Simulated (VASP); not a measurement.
# Pt2Cl (P6/mmm) in VASP: a series of runs

Runs on Pt2Cl. Level: PBE. Tasks: single point, relaxation of cell and atoms.

Program: VASP 6.6.1. These are calculated values, not measurements. Logs are shortened: lines on timing, memory, paths and dates and some standing lists are left out, and cuts for length are marked.

## 1. The cell of the first run

The structure is hexagonal, space group P6/mmm (No. 191). Conventional cell: a = 4.629 Å, b = 4.629 Å, c = 2.804 Å, α = 90.00°, β = 90.00°, γ = 120.00°. Within 3.5 Å of Pt (site symmetry -6m2) lie 5 Pt at 2.67 to 2.80 Å and 6 Cl at 3.02 Å. Within 3.7 Å of Cl (site symmetry 6/mmm) lie 2 Cl at 2.80 Å and 12 Pt at 3.02 Å.

## 2. Single point, PBE

The input, INCAR:

```
PREC = Accurate
ENCUT = 520
EDIFF = 1E-7
ISMEAR = 0
SIGMA = 0.1
LREAL = F
LASPH = T
NELM = 80
ALGO = Normal
ISIF = 2
LWAVE = F
LCHARG = T
GGA = PE
LELF = T
LVHAR = T
NBANDS = 20
```

The input, KPOINTS:

```
Automatic mesh
0
Gamma
  12 12 16
```

The input, POSCAR:

```
Pt2Cl
1.0
    4.6288588275      0.0000000000      0.0000000000
   -2.3144294137      4.0087093351      0.0000000000
    0.0000000000      0.0000000000      2.8036168908
Pt Cl
2 1
Direct
    0.3333333333      0.6666666667      0.5000000000
    0.6666666667      0.3333333333      0.5000000000
    0.0000000000      0.0000000000      0.0000000000
```

Potentials or basis: VASP PAW PBE potentials, release 64 (Pt, Cl).

Command:

```sh
$ cat potpaw_PBE.64/Pt/POTCAR potpaw_PBE.64/Cl/POTCAR > POTCAR
$ mpirun -np 1 vasp_std > vasp.out
```

OUTCAR:

```text
PREC = Accurate
   ENCUT = 520
   EDIFF = 1E-7
   ISMEAR = 0
   LREAL = F
   LASPH = T
   NELM = 80
   ISIF = 2
   GGA = PE

 ion  position               nearest neighbor table
   1  0.333  0.667  0.500-   2 2.67   2 2.67   2 2.67   3 3.02   3 3.02   3 3.02   3 3.02   3 3.02
                             3 3.02
   2  0.667  0.333  0.500-   1 2.67   1 2.67   1 2.67   3 3.02   3 3.02   3 3.02   3 3.02   3 3.02
                             3 3.02
   3  0.000  0.000  0.000-   1 3.02   2 3.02   1 3.02   2 3.02   1 3.02   1 3.02   2 3.02   2 3.02
                             2 3.02   2 3.02   1 3.02   1 3.02

  LATTYP: Found a hexagonal cell.
 ALAT       =     4.6288588275
 C/A-ratio  =     0.6056820904

  Lattice vectors:

 A1 = (   4.6288588275,   0.0000000000,   0.0000000000)
 A2 = (  -2.3144294137,   4.0087093351,   0.0000000000)
 A3 = (   0.0000000000,   0.0000000000,   2.8036168908)

Analysis of symmetry for initial positions (statically):
=====================================================================
 Subroutine PRICEL returns:
 Original cell was already a primitive cell.

 Routine SETGRP: Setting up the symmetry group for a
 hexagonal supercell.

 Subroutine GETGRP returns: Found 24 space group operations
 (whereof 24 operations were pure point group operations)
 out of a pool of 24 trial point group operations.

The static configuration has the point symmetry D_6h.

Analysis of symmetry for dynamics (positions and initial velocities):
=====================================================================
 Subroutine PRICEL returns:
 Original cell was already a primitive cell.

 Routine SETGRP: Setting up the symmetry group for a
 hexagonal supercell.

 Subroutine GETGRP returns: Found 24 space group operations
 (whereof 24 operations were pure point group operations)
 out of a pool of 24 trial point group operations.

The dynamic configuration has the point symmetry D_6h.

 Subroutine INISYM returns: Found 24 space group operations
 (whereof 24 operations are pure point group operations),
 and found     1 'primitive' translations

----------------------------------------------------------------------------------------

                                     Primitive cell

  volume of cell :      52.0232

  direct lattice vectors                    reciprocal lattice vectors
     4.628858828  0.000000000  0.000000000     0.216035969  0.124728425  0.000000000
    -2.314429414  4.008709335  0.000000000     0.000000000  0.249456849  0.000000000
     0.000000000  0.000000000  2.803616891     0.000000000  0.000000000  0.356682114

  length of vectors
     4.628858828  4.628858827  2.803616891     0.249456849  0.249456849  0.356682114

  position of ions in fractional coordinates (direct lattice)
     0.333333333  0.666666667  0.500000000
     0.666666667  0.333333333  0.500000000
     0.000000000  0.000000000  0.000000000

  ion indices of the primitive-cell ions
   primitive index   ion index
                 1           1
                 2           2
                 3           3

----------------------------------------------------------------------------------------

 KPOINTS: Automatic mesh

Automatic generation of k-mesh.
 Grid dimensions read from file:
 generate k-points for:   12   12   16

 Generating k-lattice:

  Cartesian coordinates                     Fractional coordinates (reciprocal lattice)
     0.018002997  0.010394035  0.000000000     0.083333333  0.000000000  0.000000000
     0.000000000  0.020788071  0.000000000     0.000000000  0.083333333  0.000000000
     0.000000000  0.000000000  0.022292632     0.000000000  0.000000000  0.062500000

  Length of vectors
     0.020788071  0.020788071  0.022292632

  Shift w.r.t. Gamma in fractional coordinates (k-lattice)
     0.000000000  0.000000000  0.000000000

 Subroutine IBZKPT returns following result:
 ===========================================

 Found    171 irreducible k-points:

 Following reciprocal coordinates:
            Coordinates               Weight
  0.000000  0.000000  0.000000      1.000000
  0.083333  0.000000  0.000000      6.000000
  0.166667  0.000000  0.000000      6.000000
  0.250000 -0.000000  0.000000      6.000000
  0.333333  0.000000  0.000000      6.000000
  0.416667  0.000000  0.000000      6.000000
[... 16 lines left out ...]
  0.250000 -0.000000  0.062500     12.000000
  0.333333  0.000000  0.062500     12.000000
 [... further k-points ...]
   k-points           NKPTS =    171   k-points in BZ     NKDIM =    171   number of bands    NBANDS=     20
   number of dos      NEDOS =    301   number of ions     NIONS =      3
   total plane-waves  NPLWV =  31104
   dimension x,y,z NGX =    36 NGY =   36 NGZ =   24
   dimension x,y,z NGXF=    72 NGYF=   72 NGZF=   48
   ions per type =               2   1
   NGX,Y,Z   is equivalent  to a cutoff of  12.93, 12.93, 14.23 a.u.
   NGXF,Y,Z  is equivalent  to a cutoff of  25.86, 25.86, 28.46 a.u.
 SYSTEM =  unknown system
[... 25 lines left out ...]
   EFERMI_NEDOS =   21; number of points for ismear=-14 and -15
   IALGO  =     38    algorithm
   IMIX   =      4    mixing-type and parameters
     AMIX     =   0.40;   BMIX     =  1.00
     AMIX_MAG =   1.60;   BMIX_MAG =  1.00
  volume/ion in A,a.u.               =      17.34       117.02
  Fermi-wavevector in a.u.,A,eV,Ry     =   1.315620  2.486161 23.549714  1.730855
  Thomas-Fermi vector in A             =   2.445789
   LORBIT       =      0    0 simple, 1 ext, 2 COOP (PROOUT), +10 PAW based schemes
   GGA     = PE    functional components
   LHFCALC =     F    Hartree Fock is set to
   AEXX    =    0.0000 exact exchange contribution
   IVDW    =     0    specifies the selected vdW correction
   LEPSILON=     F    determine dielectric tensor
   LRPA    =     F    only Hartree local field effects (RPA)
 non-spin polarized calculation
 Gauss-broadening in eV      SIGMA  =   0.10
  energy-cutoff  :      520.00
  volume of cell :       52.02
 maximum number of plane-waves:      1430
 NGX is ok and might be reduce to    36
   NGX = 17   NGY = 17   NGZ = 11

 number of electron      26.9999996 magnetization

 Free energy of the ion-electron system (eV)
  ---------------------------------------------------
  ext. energy  EPLUGINS =         0.00000000
  ---------------------------------------------------
  free energy    TOTEN  =       -11.75439776 eV

  energy without entropy =      -11.72871763  energy(sigma->0) =      -11.74155769

 E-fermi :   7.6421     XC(G=0): -11.9470

 val. band max:        7.6413680375   @ k =   0.4167   0.1667   0.4375
 cond. band min:       7.6443214457   @ k =   0.4167   0.1667   0.0625
 fundamental gap:      0.0029534082
 Fermi energy:         7.6421010439

 k-point     1 :       0.0000    0.0000    0.0000
  band No.  band energies     occupation
      1      -8.7138      2.00000
      2       1.9993      2.00000
      3       1.9993      2.00000
      4       2.3030      2.00000
      5       3.4667      2.00000
      6       3.8756      2.00000
[... 12 lines left out ...]
     19      17.6969      0.00000
     20      21.8314      0.00000

 k-point     2 :       0.0833    0.0000    0.0000
  band No.  band energies     occupation
      1      -8.7018      2.00000
      2       1.5128      2.00000
      3       2.0223      2.00000
      4       2.7318      2.00000
      5       3.6631      2.00000
      6       3.8437      2.00000
[... 12 lines left out ...]
     19      17.6865      0.00000
     20      21.3500      0.00000

 k-point     3 :       0.1667    0.0000    0.0000
  band No.  band energies     occupation
      1      -8.6690      2.00000
      2       1.0077      2.00000
      3       2.0866      2.00000
      4       3.0104      2.00000
      5       3.7417      2.00000
      6       4.1706      2.00000
[... 12 lines left out ...]
     19      17.6479      0.00000
     20      20.2978      0.00000

 k-point     4 :       0.2500   -0.0000    0.0000
  band No.  band energies     occupation
      1      -8.6246      2.00000
      2       0.6475      2.00000
      3       2.1786      2.00000
      4       3.1599      2.00000
      5       3.5543      2.00000
      6       4.1643      2.00000
[... 429 lines left out ...]
 k-point    23 :       0.2500   -0.0000    0.0625
  band No.  band energies     occupation
      1      -8.5824      2.00000
      2       0.7200      2.00000
      3       2.2082      2.00000
      4       3.2489      2.00000
      5       3.6658      2.00000
      6       4.1736      2.00000
[... 12 lines left out ...]
     19      17.9020      0.00000
     20      19.3202      0.00000

 k-point    24 :       0.3333    0.0000    0.0625
  band No.  band energies     occupation
      1      -8.5395      2.00000
      2       0.5113      2.00000
      3       2.2992      2.00000
      4       3.3653      2.00000
      5       3.3884      2.00000
      6       4.0104      2.00000
[... 12 lines left out ...]
     19      17.8574      0.00000
     20      18.8388      0.00000

 [... further k-points ...]

------------------------ aborting loop because EDIFF is reached ----------------------------------------

  FORCE on cell =-STRESS in cart. coord.  units (eV):
  Direction    XX          YY          ZZ          XY          YZ          ZX
  --------------------------------------------------------------------------------------
  -------------------------------------------------------------------------------------
  Total       -0.0839484     -0.0839484     -0.0907797     -0.0000000     -0.0000000      0.0000000
  in kB       -2.5853872     -2.5853872     -2.7957753     -0.0000000     -0.0000000      0.0000000
  external PRESSURE =      -2.6555166 kB  Pullay stress =       0.0000000 kB

 VOLUME and BASIS-vectors are now :
 -----------------------------------------------------------------------------
  energy-cutoff  :      520.00
  volume of cell :       52.02
      direct lattice vectors                 reciprocal lattice vectors
     4.628858828  0.000000000  0.000000000     0.216035969  0.124728425  0.000000000
    -2.314429414  4.008709335  0.000000000     0.000000000  0.249456849  0.000000000
     0.000000000  0.000000000  2.803616891     0.000000000  0.000000000  0.356682114

 POSITION                                       TOTAL-FORCE (eV/Angst)
 -----------------------------------------------------------------------------------
     -0.00000      2.67247      1.40181         0.000000     -0.000000     -0.000000
      2.31443      1.33624      1.40181        -0.000000      0.000000      0.000000
      0.00000      0.00000      0.00000        -0.000000      0.000000      0.000000
 -----------------------------------------------------------------------------------
    total drift:                                0.000000      0.000000     -0.000000

  FREE ENERGIE OF THE ION-ELECTRON SYSTEM (eV)
  ---------------------------------------------------
  free  energy   TOTEN  =       -11.7543977626 eV

  energy  without entropy=      -11.7287176256  energy(sigma->0) =      -11.74155769
```

It took 1.8 min on 1 thread of AMD EPYC 9R14 (Zen 4), shared host; peak memory 0.27 GiB.

What came out:

| Property | Result |
| --- | --- |
| Free energy | -11.7544 eV |
| Pressure | -0.3 GPa |

Levels at points of the mesh, in eV from the Fermi level:
```tsv
k point	band 11	band 12	band 13	band 14	band 15	band 16
(0.00, 0.00, 0.00)	-0.67	-0.22	-0.22	-0.03	-0.03	3.88
(0.50, 0.00, 0.00)	-0.86	-0.52	-0.03	-0.02	0.13	2.16
(0.00, 0.00, 0.50)	-2.01	-0.29	-0.29	1.17	1.52	3.82
(0.50, 0.00, 0.50)	-1.10	-0.42	0.35	0.59	3.36	4.47
```

Caveat: spin-orbit coupling is left out, which moves the levels of the heavy elements; an odd number of electrons without spin polarisation forces a metal; a magnetic or distorted state may lie lower.

## 3. Relaxation of cell and atoms, PBE, collinear spin, ferromagnetic start

This run uses another cell than the first one, of 17.60 Å³/atom, 1.015 times its volume.

The input, INCAR:

```
  PREC = Accurate
  ENCUT = 600
  EDIFF = 1E-6
  ISMEAR = 0
  SIGMA = 0.1
  LREAL = F
  LASPH = T
  NELM = 150
  ALGO = Normal
  ISIF = 3
  LWAVE = F
  LCHARG = F
  ISPIN = 2
  MAGMOM = 0.37 0.37 0
  LORBIT = 11
  LMAXMIX = 4
  GGA = PE
  IBRION = 2
  NSW = 90
  EDIFFG = -0.04
```

The input, KPOINTS:

```
Automatic mesh
0
Gamma
  6 6 4
```

The input, POSCAR:

```
Pt2Cl
1.0
    3.8365803450      0.0000000000      0.0000000000
   -1.9182901725      3.3225760424      0.0000000000
    0.0000000000      0.0000000000      4.1424870834
Pt Cl
2 1
Direct
    0.3333333333      0.6666666667      0.5000000000
    0.6666666667      0.3333333333      0.5000000000
    0.0000000000      0.0000000000      0.0000000000
```

Potentials or basis: VASP PAW PBE potentials, release 64 (Pt, Cl).

Command:

```sh
$ cat potpaw_PBE.64/Pt/POTCAR potpaw_PBE.64/Cl/POTCAR > POTCAR
$ mpirun -np 1 vasp_std > vasp.out
```

Run time: 11 min. Hardware: 1 thread of AMD EPYC 9R14 (Zen 4), shared host; peak memory 0.22 GiB.

The run converged. Its results:

```
Free energy                                           : -11.9843 eV
Relaxed volume                                        : 17.19 Å³/atom
Relaxed cell                                          : a = 4.738 Å, b = 4.738 Å, c = 2.653 Å, α = 90.00°, β = 90.00°, γ = 120.00°
Space group after relaxing (to 0.05 Å)                : P6/mmm (No. 191)
Energy gained by relaxing                             : 1081.4 meV/atom
Ionic steps                                           : 23
Pressure after relaxing                               : -0.2 GPa
Net moment                                            : 0.00 μB per cell
Valence electrons inside the program's atomic spheres : Pt 9.03; Cl 4.96
```

Stress tensor (GPa, compression positive):
```
-0.35  0.00  0.00
 0.00 -0.35  0.00
 0.00  0.00 -0.02
```

Step by step:
```csv
step,energy change (eV),largest force (eV/Å),pressure (GPa),volume (Å³)
1,0.0000,0.0000,50.95,52.81
2,0.8562,0.0000,-12.10,105.40
3,-2.2849,0.0000,-5.44,70.13
4,-2.3337,0.0000,-3.11,68.29
5,-2.3448,0.0000,-0.99,66.90
6,-2.3445,0.0000,-1.49,67.20
7,-2.3788,0.0000,-1.34,65.96
8,-2.4601,0.0000,-0.51,62.17
9,-2.7539,0.0000,2.98,54.27
10,2.3323,0.0000,132.87,37.18
11,-2.7917,0.0000,3.56,53.57
12,-2.8305,0.0000,22.11,45.57
13,-2.9449,0.0000,9.08,49.71
14,-2.9451,0.0000,12.65,48.24
15,-2.9499,0.0000,12.79,48.15
16,-2.9624,0.0000,13.33,47.88
17,-2.9804,0.0000,14.51,47.32
18,-2.9589,0.0000,18.84,46.14
19,-2.9854,0.0000,15.35,47.01
20,-3.0118,0.0000,14.35,47.22
21,-3.0814,0.0000,11.56,47.83
22,-3.1805,0.0000,6.83,49.07
23,-3.2441,0.0000,-0.24,51.57
```

Final structure:
```xyz
3
Lattice="4.7381 0.0000 0.0000 -2.3691 4.1033 0.0000 0.0000 0.0000 2.6525" Properties=species:S:1:pos:R:3 pbc="T T T"
Pt    0.0000    2.7356    1.3263
Pt    2.3691    1.3678    1.3263
Cl    0.0000    0.0000    0.0000
```

Levels at points of the mesh, in eV from the Fermi level:
Spin up:
| k point | band 11 | band 12 | band 13 | band 14 | band 15 | band 16 |
| --- | --- | --- | --- | --- | --- | --- |
| (0.00, 0.00, 0.00) | -0.14 | -0.14 | -0.05 | -0.05 | -0.05 | 3.40 |
| (0.50, 0.00, 0.00) | -1.06 | -0.34 | -0.29 | 0.10 | 0.46 | 1.75 |
| (0.00, 0.00, 0.50) | -2.15 | -0.77 | -0.77 | 1.45 | 1.65 | 5.04 |
| (0.50, 0.00, 0.50) | -1.38 | -0.47 | 0.25 | 0.61 | 4.42 | 4.55 |
Spin down:
```csv
k point,band 9,band 10,band 11,band 12,band 13,band 14,band 15,band 16,band 17
"(0.00, 0.00, 0.00)",-1.05,-1.05,-0.14,-0.14,-0.05,-0.05,-0.05,3.40,3.40
"(0.50, 0.00, 0.00)",-1.25,-1.18,-1.06,-0.34,-0.29,0.10,0.46,1.75,5.94
"(0.00, 0.00, 0.50)",-2.23,-2.15,-2.15,-0.77,-0.77,1.45,1.65,5.04,8.87
"(0.50, 0.00, 0.50)",-2.19,-1.80,-1.38,-0.47,0.25,0.61,4.42,4.55,5.13
```

Caveat: the k points lie up to 0.59 Å⁻¹ apart in the final cell; spin-orbit coupling is left out, which moves the levels of the heavy elements.

## 4. Relaxation of cell and atoms, PBE

The input, INCAR:

```
SYSTEM = Pt2Cl
ALGO = Normal ; EDIFF = 1E-6
EDIFFG = -0.01 ; ENCUT = 600
GGA = PE ; IBRION = 2
ISIF = 3 ; ISMEAR = 0
LASPH = .TRUE. ; LCHARG = .FALSE.
LREAL = .FALSE. ; LWAVE = .FALSE.
NELM = 80 ; NSW = 100
PREC = Accurate ; SIGMA = 0.1
```

The input, KPOINTS:

```
k-points
0
G
  12 12 16
  0 0 0
```

The input, POSCAR:

```
Pt2Cl
1.0
    4.6299381261      0.0000000000      0.0000000000
   -2.3149690630      4.0096440351      0.0000000000
    0.0000000000      0.0000000000      2.8013140073
Pt Cl
2 1
Direct
    0.3333333333      0.6666666667      0.5000000000
    0.6666666667      0.3333333333      0.5000000000
    0.0000000000      0.0000000000      0.0000000000
```

Command:

```sh
$ cat potpaw_PBE.64/Pt/POTCAR potpaw_PBE.64/Cl/POTCAR > POTCAR
$ mpirun -np 1 vasp_std > vasp.out
```

It took 4.6 min on 1 thread of AMD EPYC 9R14 (Zen 4), shared host; peak memory 0.29 GiB.

Results (log left out):

```yaml
Free_energy: -11.7548 eV
Relaxed_volume: 17.31 Å³/atom
Relaxed_cell: a = 4.628 Å, b = 4.628 Å, c = 2.801 Å, α = 90.00°, β = 90.00°, γ = 120.00°
Space_group_after_relaxing_to_0.05_Å: P6/mmm (No. 191)
Energy_gained_by_relaxing: 0.0 meV/atom
Ionic_steps: 3
Pressure_after_relaxing: 0.0 GPa
```

Final structure:
```
Pt Cl
1.0
     4.62778    0.00000    0.00000
    -2.31389    4.00777    0.00000
     0.00000    0.00000    2.80062
Pt Cl
2 1
Cartesian
  0.0000 2.6718 1.4003
  2.3139 1.3359 1.4003
  -2.3139 4.0078 2.8006
```

Levels at points of the mesh, in eV from the Fermi level:
| k point | band 10 | band 11 | band 12 | band 13 | band 14 | band 15 | band 16 | band 17 |
| --- | --- | --- | --- | --- | --- | --- | --- | --- |
| (0.00, 0.00, 0.00) | -1.46 | -0.66 | -0.22 | -0.22 | -0.03 | -0.03 | 3.87 | 3.87 |
| (0.50, 0.00, 0.00) | -1.35 | -0.86 | -0.52 | -0.03 | -0.02 | 0.14 | 2.16 | 6.45 |
| (0.00, 0.00, 0.50) | -2.34 | -2.01 | -0.30 | -0.30 | 1.18 | 1.52 | 3.84 | 8.08 |
| (0.50, 0.00, 0.50) | -1.38 | -1.10 | -0.42 | 0.35 | 0.59 | 3.38 | 4.47 | 4.63 |

Caveat: spin-orbit coupling is left out, which moves the levels of the heavy elements; an odd number of electrons without spin polarisation forces a metal; a magnetic or distorted state may lie lower.

## 5. Summary

```tsv
task	spin	cell	k mesh	cutoff (eV)	gap on the mesh (eV)	pressure (GPa)	relaxed volume (Å³/atom)
single point	off	a = 4.629, b = 4.629, c = 2.804 Å, angles 90.0, 90.0, 120.0°, 3 atoms	12 × 12 × 16	520	none	-0.3	-
relaxation of cell and atoms	collinear, ferromagnetic start	relaxed from a = 3.837, b = 3.837, c = 4.142 Å, angles 90.0, 90.0, 120.0°, 3 atoms	6 × 6 × 4	600	none	-0.2	17.19
relaxation of cell and atoms	off	relaxed from a = 4.630, b = 4.630, c = 2.801 Å, angles 90.0, 90.0, 120.0°, 3 atoms	12 × 12 × 16	600	none	0.0	17.31
```

Alike in all rows: level PBE; potentials or basis VASP PAW PBE potentials, release 64 (Pt, Cl); smearing gaussian 0.1 eV.

Caveats: some runs use coarse meshes; spin-orbit coupling is left out, which moves the levels of the heavy elements; an odd number of electrons without spin polarisation forces a metal (some runs); a magnetic or distorted state may lie lower (some runs).

Total energies depend on the potentials used, so only differences within one code and one set of settings carry meaning.
